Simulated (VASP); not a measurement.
Here is a VASP 6.6.1 calculation.

File POSCAR:

```
MgS
1.0
    0.0000000000      2.6015179373      2.6015179373
    2.6015179373      0.0000000000      2.6015179373
    2.6015179373      2.6015179373      0.0000000000
Mg S
1 1
Direct
    0.0000000000      0.0000000000      0.0000000000
    0.5000000000      0.5000000000      0.5000000000
```

The input INCAR.step1:

```
SYSTEM = MgS
PREC = Accurate ; ENCUT = 520
EDIFF = 1E-5 ; ISMEAR = 0
SIGMA = 0.01 ; LREAL = .False.
LASPH = .True. ; NELM = 100
ALGO = Normal ; ISIF = 2
LWAVE = .True. ; LCHARG = .False.
GGA = PE ; NBANDS = 11
```

The input INCAR.step2:

```
SYSTEM = MgS
PREC = Accurate ; ENCUT = 520
EDIFF = 1E-7 ; ISMEAR = 0
SIGMA = 0.01 ; LREAL = .False.
LASPH = .True. ; NELM = 100
ALGO = Normal ; ISIF = 2
LWAVE = .False. ; LCHARG = .False.
GGA = PE ; LHFCALC = .True.
HFSCREEN = 0.2079 ; PRECFOCK = Normal
ISTART = 1 ; NBANDS = 11
```

KPOINTS

```
regular mesh
0
Gamma
  4 4 4
  0 0 0
```

Potentials or basis: VASP PAW PBE potentials, release 64 (Mg, S).

The run is started by

```bash
$ cat potpaw_PBE.64/Mg/POTCAR potpaw_PBE.64/S/POTCAR > POTCAR
$ cp INCAR.step1 INCAR
$ mpirun -np 1 vasp_std > vasp.out
$ cp INCAR.step2 INCAR
$ mpirun -np 1 vasp_std > vasp.out
```

(1) Estimate the band gap on the k mesh.

(2) Estimate the pressure.

## Answers

(1) 3.75 eV, indirect (least direct gap 4.81 eV).

(2) -0.4 GPa.

Caveat: the k points lie up to 0.52 Å⁻¹ apart; the PAW data sets were made with another functional, which shifts forces and pressure a little.
